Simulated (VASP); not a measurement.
Set up this calculation in VASP 6.6.1, as the native input.

| Item | Value |
| --- | --- |
| Task | relaxation of cell and atoms |
| Functional | PBEsol |
| Potentials or basis | VASP PAW PBE potentials, release 64 (In_d, As) |
| Cutoff | 600 eV |
| k mesh | 8 × 8 × 8 |
| Occupations | fermi-dirac, width 0.05 eV |
| Spin | no spin polarisation |
| Target pressure | 30 GPa |
| Dipole correction | no |
| Further INCAR settings | ALGO = Normal; EDIFF = 1e-07; IBRION = 2; EDIFFG = -0.01; NSW = 80; ISIF = 3 |

The structure of InAs lies in POSCAR:

```
InAs
1.0
    0.0000000000      3.0180000000      3.0180000000
    3.0180000000      0.0000000000      3.0180000000
    3.0180000000      3.0180000000      0.0000000000
In As
1 1
Direct
    0.0000000000      0.0000000000      0.0000000000
    0.7500000000      0.7500000000      0.7500000000
```

These files were run (other wordings do the same):

INCAR

```
SYSTEM = InAs
ALGO = Normal
EDIFF = 1E-7
EDIFFG = -0.01
ENCUT = 600
GGA = PS
IBRION = 2
ISIF = 3
ISMEAR = -1
LASPH = .TRUE.
LCHARG = .FALSE.
LREAL = .FALSE.
LWAVE = .FALSE.
NELM = 80
NSW = 80
PREC = Accurate
PSTRESS = 300.0
SIGMA = 0.05
```

KPOINTS

```
k-points
0
G
  8 8 8
  0 0 0
```

Potentials or basis: VASP PAW PBE potentials, release 64 (In_d, As).

Launch:

```sh
$ cat potpaw_PBE.64/In_d/POTCAR potpaw_PBE.64/As/POTCAR > POTCAR
$ mpirun -np 1 vasp_std > vasp.out
```

It gave:

```
Relaxed volume                                         : 21.35 Å³/atom
Relaxed cell                                           : a = 3.923 Å, b = 3.923 Å, c = 3.923 Å, α = 60.00°, β = 60.00°, γ = 60.00°
Space group after relaxing (to 0.05 Å)                 : F-43m (No. 216)
Energy change on relaxing (the enthalpy is what falls) : +493.4 meV/atom
Ionic steps                                            : 16
Pressure after relaxing                                : 30.0 GPa
Band gap on the k mesh                                 : 0.89 eV, indirect (least direct gap 1.00 eV)
```

Caveat: the cell is relaxed towards a set pressure, so the enthalpy falls and the energy may rise; the volume moved by over 15 % at a fixed basis, so the end points are rough; the PAW data sets were made with another functional, which shifts forces and pressure a little; spin-orbit coupling is left out, which moves the levels of the heavy elements.

Wall time 4.2 min on 1 thread of Intel Xeon 6975P-C, with other jobs on the host, peak memory 0.23 GiB.
